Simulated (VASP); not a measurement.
# CsCl (Pm-3m) in VASP: notebook

Runs on CsCl. Level: PBE. Tasks: single point.

All numbers are computed with VASP 6.6.1; they aren't measurements. Logs are shortened: lines on timing, memory, paths and dates and some standing lists are left out, and cuts for length are marked.

## Step 1: The cell of the first run

Symmetry: Pm-3m, No. 221, cubic system. Conventional cell: a = 4.053 Å, b = 4.053 Å, c = 4.053 Å, α = 90.00°, β = 90.00°, γ = 90.00°. Within 4.6 Å of Cs (site symmetry m-3m) lie 8 Cl at 3.51 Å and 6 Cs at 4.05 Å. Cl (site symmetry m-3m) has 8 Cs at 3.51 Å and 6 Cl at 4.05 Å within 4.6 Å.

## Step 2: Single point, PBE (volume scaled by 0.95)

INCAR

```
PREC     = Accurate       # precision mode
ENCUT    = 500            # plane-wave cutoff, eV
EDIFF    = 1E-6           # SCF threshold, eV
ISMEAR   = -1             # smearing method
SIGMA    = 0.03           # smearing width, eV
LREAL    = False          # projectors in reciprocal space
LASPH    = True           # aspherical terms in the spheres
NELM     = 120            # most SCF steps
ALGO     = Normal         # electronic algorithm
ISIF     = 2              # what is computed and relaxed
LWAVE    = False          # write WAVECAR
LCHARG   = False          # write CHGCAR
GGA      = PE             # functional
NBANDS   = 15             # bands
GGA_COMPAT= False
```

KPOINTS

```
Automatic mesh
0
Gamma
  6 6 6
```

POSCAR

```
CsCl
1.0
    4.0531051414      0.0000000000      0.0000000000
    0.0000000000      4.0531051414      0.0000000000
    0.0000000000      0.0000000000      4.0531051414
Cs Cl
1 1
Direct
    0.0000000000      0.0000000000      0.0000000000
    0.5000000000      0.5000000000      0.5000000000
```

Potentials or basis: VASP PAW PBE potentials, release 64 (Cs_sv, Cl).

Run with:

```
> cat potpaw_PBE.64/Cs_sv/POTCAR potpaw_PBE.64/Cl/POTCAR > POTCAR
> mpirun -np 1 vasp_std > vasp.out
```

OUTCAR:

```text
PREC = Accurate
   ENCUT = 500
   EDIFF = 1E-6
   ISMEAR = -1
   LREAL = False
   LASPH = True
   NELM = 120
   ISIF = 2
   GGA = PE

 ion  position               nearest neighbor table
   1  0.000  0.000  0.000-
   2  0.500  0.500  0.500-

  LATTYP: Found a simple cubic cell.
 ALAT       =     4.0531051414

  Lattice vectors:

 A1 = (   4.0531051414,   0.0000000000,   0.0000000000)
 A2 = (   0.0000000000,   4.0531051414,   0.0000000000)
 A3 = (   0.0000000000,   0.0000000000,   4.0531051414)

Analysis of symmetry for initial positions (statically):
=====================================================================
 Subroutine PRICEL returns:
 Original cell was already a primitive cell.

 Routine SETGRP: Setting up the symmetry group for a
 simple cubic supercell.

 Subroutine GETGRP returns: Found 48 space group operations
 (whereof 48 operations were pure point group operations)
 out of a pool of 48 trial point group operations.

The static configuration has the point symmetry O_h .

Analysis of symmetry for dynamics (positions and initial velocities):
=====================================================================
 Subroutine PRICEL returns:
 Original cell was already a primitive cell.

 Routine SETGRP: Setting up the symmetry group for a
 simple cubic supercell.

 Subroutine GETGRP returns: Found 48 space group operations
 (whereof 48 operations were pure point group operations)
 out of a pool of 48 trial point group operations.

The dynamic configuration has the point symmetry O_h .

 Subroutine INISYM returns: Found 48 space group operations
 (whereof 48 operations are pure point group operations),
 and found     1 'primitive' translations

----------------------------------------------------------------------------------------

                                     Primitive cell

  volume of cell :      66.5830

  direct lattice vectors                    reciprocal lattice vectors
     4.053105141  0.000000000  0.000000000     0.246724416  0.000000000  0.000000000
     0.000000000  4.053105141  0.000000000     0.000000000  0.246724416  0.000000000
     0.000000000  0.000000000  4.053105141     0.000000000  0.000000000  0.246724416

  length of vectors
     4.053105141  4.053105141  4.053105141     0.246724416  0.246724416  0.246724416

  position of ions in fractional coordinates (direct lattice)
     0.000000000  0.000000000  0.000000000
     0.500000000  0.500000000  0.500000000

  ion indices of the primitive-cell ions
   primitive index   ion index
                 1           1
                 2           2

----------------------------------------------------------------------------------------

 KPOINTS: Automatic mesh

Automatic generation of k-mesh.
 Grid dimensions read from file:
 generate k-points for:    6    6    6

 Generating k-lattice:

  Cartesian coordinates                     Fractional coordinates (reciprocal lattice)
     0.041120736  0.000000000  0.000000000     0.166666667  0.000000000  0.000000000
     0.000000000  0.041120736  0.000000000     0.000000000  0.166666667  0.000000000
     0.000000000  0.000000000  0.041120736     0.000000000  0.000000000  0.166666667

  Length of vectors
     0.041120736  0.041120736  0.041120736

  Shift w.r.t. Gamma in fractional coordinates (k-lattice)
     0.000000000  0.000000000  0.000000000

 Subroutine IBZKPT returns following result:
 ===========================================

 Found     20 irreducible k-points:

 Following reciprocal coordinates:
            Coordinates               Weight
  0.000000  0.000000  0.000000      1.000000
  0.166667  0.000000  0.000000      6.000000
  0.333333  0.000000  0.000000      6.000000
  0.500000  0.000000  0.000000      3.000000
  0.166667  0.166667  0.000000     12.000000
  0.333333  0.166667  0.000000     24.000000
[... 12 lines left out ...]
  0.500000  0.500000  0.333333      6.000000
  0.500000  0.500000  0.500000      1.000000
   k-points           NKPTS =     20   k-points in BZ     NKDIM =     20   number of bands    NBANDS=     15
   number of dos      NEDOS =    301   number of ions     NIONS =      2
   total plane-waves  NPLWV =  27000
   dimension x,y,z NGX =    30 NGY =   30 NGZ =   30
   dimension x,y,z NGXF=    60 NGYF=   60 NGZF=   60
   ions per type =               1   1
   NGX,Y,Z   is equivalent  to a cutoff of  12.31, 12.31, 12.31 a.u.
   NGXF,Y,Z  is equivalent  to a cutoff of  24.61, 24.61, 24.61 a.u.
 SYSTEM =  unknown system
   PREC   = accura    normal or accurate (medium, high low for compatibility)
   ISTART =      0    job   : 0-new  1-cont  2-samecut
   ICHARG =      2    charge: 1-file 2-atom 10-const
   ISPIN  =      1    spin polarized calculation?
   LNONCOLLINEAR =      F non collinear calculations
   LSORBIT =      F    spin-orbit coupling
   LASPH  =      T    aspherical Exc in radial PAW
   ENCUT  =  500.0 eV  36.75 Ry    6.06 a.u.   7.39  7.39  7.39*2*pi/ulx,y,z
   NELM   =    120;   NELMIN=  2; NELMDL= -5     # of ELM steps
   EDIFF  = 0.1E-05   stopping-criterion for ELM
   LREAL  =      F    real-space projection
   EDIFFG = 0.1E-04   stopping-criterion for IOM
   NSW    =      0    number of steps for IOM
   IBRION =     -1    ionic relax: 0-MD 1-quasi-New 2-CG
   NFREE  =      0    steps in history (QN), initial steepest desc. (CG)
   ISIF   =      2    stress and relaxation
   ISYM   =      2    0-nonsym 1-usesym 2-fastsym
   POTIM  = 0.5000    time-step for ionic-motion
   TEBEG  =    0.0;   TEEND  =   0.0 temperature during run
   PSTRESS=    0.0 pullay stress
   NELECT =      16.0000    total number of electrons
   NUPDOWN=      -1.0000    fix difference up-down
   EMIN   =  10.00;   EMAX   =-10.00  energy-range for DOS
   EFERMI =   0.00;   METHOD = LEGACY
   ISMEAR =    -1;   SIGMA  =   0.03  broadening in eV -4-tet -1-fermi 0-gaus
   EFERMI_NEDOS =   21; number of points for ismear=-14 and -15
   IALGO  =     38    algorithm
   IMIX   =      4    mixing-type and parameters
     AMIX     =   0.40;   BMIX     =  1.00
     AMIX_MAG =   1.60;   BMIX_MAG =  1.00
  volume/ion in A,a.u.               =      33.29       224.66
  Fermi-wavevector in a.u.,A,eV,Ry     =   1.017795  1.923354 14.094364  1.035907
  Thomas-Fermi vector in A             =   2.151216
   LORBIT       =      0    0 simple, 1 ext, 2 COOP (PROOUT), +10 PAW based schemes
   GGA     = PE    functional components
   LHFCALC =     F    Hartree Fock is set to
   AEXX    =    0.0000 exact exchange contribution
   IVDW    =     0    specifies the selected vdW correction
   LEPSILON=     F    determine dielectric tensor
   LRPA    =     F    only Hartree local field effects (RPA)
 non-spin polarized calculation
  energy-cutoff  :      500.00
  volume of cell :       66.58
 maximum number of plane-waves:      1743
 NGX is ok and might be reduce to    30
   NGX = 15   NGY = 15   NGZ = 15

 number of electron      16.0000007 magnetization

 Free energy of the ion-electron system (eV)
  ---------------------------------------------------
  ext. energy  EPLUGINS =         0.00000000
  ---------------------------------------------------
  free energy    TOTEN  =        -6.49164494 eV

  energy without entropy =       -6.49164494  energy(sigma->0) =       -6.49164494

 E-fermi :   0.6440     XC(G=0):  -8.4947

 val. band max:       -0.0340097658   @ k =   0.0000   0.0000   0.0000
 cond. band min:       5.3047084122   @ k =   0.0000   0.0000   0.0000
 fundamental gap:      5.3387181780
 Fermi energy:         0.6439701317

 k-point     1 :       0.0000    0.0000    0.0000
  band No.  band energies     occupation
      1     -19.3578      2.00000
      2     -12.2870      2.00000
      3      -5.8070      2.00000
      4      -5.8070      2.00000
      5      -5.8070      2.00000
      6      -0.0340      2.00000
      7      -0.0340      2.00000
      8      -0.0340      2.00000
      9       5.3047      0.00000
     10       5.3047      0.00000
     11       5.4697      0.00000
     12      10.1742      0.00000
     13      10.1742      0.00000
     14      10.1742      0.00000
     15      13.3615      0.00000

 k-point     2 :       0.1667    0.0000    0.0000
  band No.  band energies     occupation
      1     -19.3327      2.00000
      2     -12.3022      2.00000
      3      -5.9700      2.00000
      4      -5.7656      2.00000
      5      -5.7656      2.00000
      6      -0.4144      2.00000
      7      -0.1033      2.00000
      8      -0.1033      2.00000
      9       5.4997      0.00000
     10       5.9542      0.00000
     11       6.1864      0.00000
     12       9.9598      0.00000
     13       9.9598      0.00000
     14      10.3442      0.00000
     15      11.8510      0.00000

 k-point     3 :       0.3333    0.0000    0.0000
  band No.  band energies     occupation
      1     -19.2817      2.00000
      2     -12.3367      2.00000
      3      -6.2553      2.00000
      4      -5.6794      2.00000
      5      -5.6794      2.00000
      6      -1.0412      2.00000
      7      -0.2482      2.00000
      8      -0.2482      2.00000
      9       6.0110      0.00000
     10       7.1706      0.00000
     11       7.9822      0.00000
     12       9.7244      0.00000
     13       9.7244      0.00000
     14      10.0577      0.00000
     15      10.7740      0.00000
[... 271 lines left out ...]
 k-point    19 :       0.5000    0.5000    0.3333
  band No.  band energies     occupation
      1     -19.1112      2.00000
      2     -12.1271      2.00000
      3      -6.4817      2.00000
      4      -6.4817      2.00000
      5      -6.2045      2.00000
      6      -1.0689      2.00000
      7      -1.0689      2.00000
      8      -1.0237      2.00000
      9       7.9844      0.00000
     10       8.4395      0.00000
     11       8.4395      0.00000
     12       8.9278      0.00000
     13      11.2551      0.00000
     14      11.2551      0.00000
     15      12.7369      0.00000

 k-point    20 :       0.5000    0.5000    0.5000
  band No.  band energies     occupation
      1     -19.0909      2.00000
      2     -12.1029      2.00000
      3      -6.4036      2.00000
      4      -6.4036      2.00000
      5      -6.4036      2.00000
      6      -1.2673      2.00000
      7      -1.2673      2.00000
      8      -1.2673      2.00000
      9       8.6887      0.00000
     10       8.6887      0.00000
     11       8.6887      0.00000
     12      10.7957      0.00000
     13      10.7957      0.00000
     14      10.7957      0.00000
     15      12.8000      0.00000

------------------------ aborting loop because EDIFF is reached ----------------------------------------

  FORCE on cell =-STRESS in cart. coord.  units (eV):
  Direction    XX          YY          ZZ          XY          YZ          ZX
  --------------------------------------------------------------------------------------
  -------------------------------------------------------------------------------------
  Total        0.8977784      0.8977784      0.8977784      0.0000000      0.0000000     -0.0000000
  in kB       21.6031014     21.6031014     21.6031014      0.0000000      0.0000000     -0.0000000
  external PRESSURE =      21.6031014 kB  Pullay stress =       0.0000000 kB

 VOLUME and BASIS-vectors are now :
 -----------------------------------------------------------------------------
  energy-cutoff  :      500.00
  volume of cell :       66.58
      direct lattice vectors                 reciprocal lattice vectors
     4.053105141  0.000000000  0.000000000     0.246724416  0.000000000  0.000000000
     0.000000000  4.053105141  0.000000000     0.000000000  0.246724416  0.000000000
     0.000000000  0.000000000  4.053105141     0.000000000  0.000000000  0.246724416

 POSITION                                       TOTAL-FORCE (eV/Angst)
 -----------------------------------------------------------------------------------
      0.00000      0.00000      0.00000         0.000000      0.000000      0.000000
      2.02655      2.02655      2.02655         0.000000      0.000000      0.000000
 -----------------------------------------------------------------------------------
    total drift:                                0.000000      0.000000     -0.000000

  FREE ENERGIE OF THE ION-ELECTRON SYSTEM (eV)
  ---------------------------------------------------
  free  energy   TOTEN  =        -6.4916449396 eV

  energy  without entropy=       -6.4916449396  energy(sigma->0) =       -6.49164494
```

Run time: 13 s. Hardware: 1 thread of Intel Xeon Platinum 8259CL at 2.50GHz (Skylake/Cascade Lake), shared host; peak memory 0.17 GiB.

Results:

- Free energy: -6.4916 eV
- Pressure: 2.2 GPa
- Band gap on the k mesh: 5.34 eV, direct

Levels at points of the mesh, in eV from the valence-band top:
```tsv
k point	band 6	band 7	band 8	band 9	band 10	band 11
(0.00, 0.00, 0.00)	0.00	0.00	0.00	5.34	5.34	5.50
(0.50, 0.00, 0.00)	-1.28	-0.29	-0.29	6.43	7.86	9.23
(0.50, 0.50, 0.00)	-0.44	-0.44	-0.09	6.00	6.07	8.04
(0.50, 0.50, 0.50)	-1.23	-1.23	-1.23	8.72	8.72	8.72
```

Caveat: the cell differs from its parent crystal (volume scaled by 0.95); spin-orbit coupling is left out, which moves the levels of the heavy elements.

## Step 3: Single point, PBE (volume scaled by 0.975)

INCAR

```
ALGO = Normal ; EDIFF = 1E-6
ENCUT = 500 ; GGA = PE
GGA_COMPAT = F ; ISIF = 2
ISMEAR = -1 ; LASPH = T
LCHARG = F ; LREAL = F
LWAVE = F ; NBANDS = 15
NELM = 120 ; PREC = Accurate
SIGMA = 0.03
```

KPOINTS

```
k-points
0
Gamma
  6 6 6
```

POSCAR

```
CsCl
1.0
    4.0883513030      0.0000000000      0.0000000000
    0.0000000000      4.0883513030      0.0000000000
    0.0000000000      0.0000000000      4.0883513030
Cs Cl
1 1
Direct
    0.0000000000      0.0000000000      0.0000000000
    0.5000000000      0.5000000000      0.5000000000
```

Potentials or basis: VASP PAW PBE potentials, release 64 (Cs_sv, Cl).

Run with:

```
> cat potpaw_PBE.64/Cs_sv/POTCAR potpaw_PBE.64/Cl/POTCAR > POTCAR
> mpirun -np 1 vasp_std > vasp.out
```

It took 13 s on 1 thread of Intel Xeon Platinum 8259CL at 2.50GHz (Skylake/Cascade Lake), shared host; peak memory 0.17 GiB.

The run converged. Its results:

```
Free energy            : -6.5124 eV
Pressure               : 1.5 GPa
Band gap on the k mesh : 5.37 eV, direct
```

Levels at points of the mesh, in eV from the valence-band top:
| k point | band 6 | band 7 | band 8 | band 9 | band 10 | band 11 |
| --- | --- | --- | --- | --- | --- | --- |
| (0.00, 0.00, 0.00) | 0.00 | 0.00 | 0.00 | 5.37 | 5.37 | 5.38 |
| (0.50, 0.00, 0.00) | -1.22 | -0.26 | -0.26 | 6.42 | 7.73 | 9.06 |
| (0.50, 0.50, 0.00) | -0.43 | -0.43 | -0.07 | 5.97 | 6.05 | 8.01 |
| (0.50, 0.50, 0.50) | -1.16 | -1.16 | -1.16 | 8.61 | 8.61 | 8.61 |

Caveat: the cell differs from its parent crystal (volume scaled by 0.975); spin-orbit coupling is left out, which moves the levels of the heavy elements.

## Step 4: Single point, PBE

This run uses another cell than the first one, of 35.04 Å³/atom, 1.053 times its volume.

INCAR

```
PREC = Accurate
ENCUT = 500
EDIFF = 1E-6
ISMEAR = -1
SIGMA = 0.03
LREAL = F
LASPH = T
NELM = 120
ALGO = Normal
ISIF = 2
LWAVE = F
LCHARG = F
GGA = PE
NBANDS = 15
GGA_COMPAT = F
```

KPOINTS

```
Automatic mesh
0
Gamma
  6 6 6
```

POSCAR

```
CsCl
1.0
    4.1230000000      0.0000000000      0.0000000000
    0.0000000000      4.1230000000      0.0000000000
    0.0000000000      0.0000000000      4.1230000000
Cs Cl
1 1
Direct
    0.0000000000      0.0000000000      0.0000000000
    0.5000000000      0.5000000000      0.5000000000
```

Run with:

```
> cat potpaw_PBE.64/Cs_sv/POTCAR potpaw_PBE.64/Cl/POTCAR > POTCAR
> mpirun -np 1 vasp_std > vasp.out
```

Run time: 13 s. Hardware: 1 thread of Intel Xeon Platinum 8259CL at 2.50GHz (Skylake/Cascade Lake), shared host; peak memory 0.17 GiB.

The run converged. Its results:

* Free energy: -6.5269 eV
* Pressure: 1.0 GPa
* Band gap on the k mesh: 5.26 eV, direct

Levels at points of the mesh, in eV from the valence-band top:
```tsv
k point	band 5	band 6	band 7	band 8	band 9	band 10	band 11	band 12
(0.00, 0.00, 0.00)	-5.87	0.00	0.00	0.00	5.26	5.39	5.39	10.03
(0.50, 0.00, 0.00)	-5.73	-1.17	-0.24	-0.24	6.41	7.61	8.89	9.27
(0.50, 0.50, 0.00)	-5.64	-0.43	-0.43	-0.06	5.95	6.03	7.98	7.98
(0.50, 0.50, 0.50)	-6.40	-1.10	-1.10	-1.10	8.49	8.49	8.49	10.53
```

Caveat: spin-orbit coupling is left out, which moves the levels of the heavy elements.

## Step 5: Overview

| cell | gap on the mesh (eV) | pressure (GPa) |
| --- | --- | --- |
| a = 4.053 Å, 2 atoms | 5.34 | 2.2 |
| a = 4.088 Å, 2 atoms | 5.37 | 1.5 |
| a = 4.123 Å, 2 atoms | 5.26 | 1.0 |

Alike in all rows: task single point; level PBE; potentials or basis VASP PAW PBE potentials, release 64 (Cs_sv, Cl); no spin polarisation; k mesh 6 × 6 × 6; cutoff (eV) 500; smearing fermi-dirac 0.03 eV.

Caveats: spin-orbit coupling is left out, which moves the levels of the heavy elements.

Absolute energies hang on the potentials; compare differences alone.
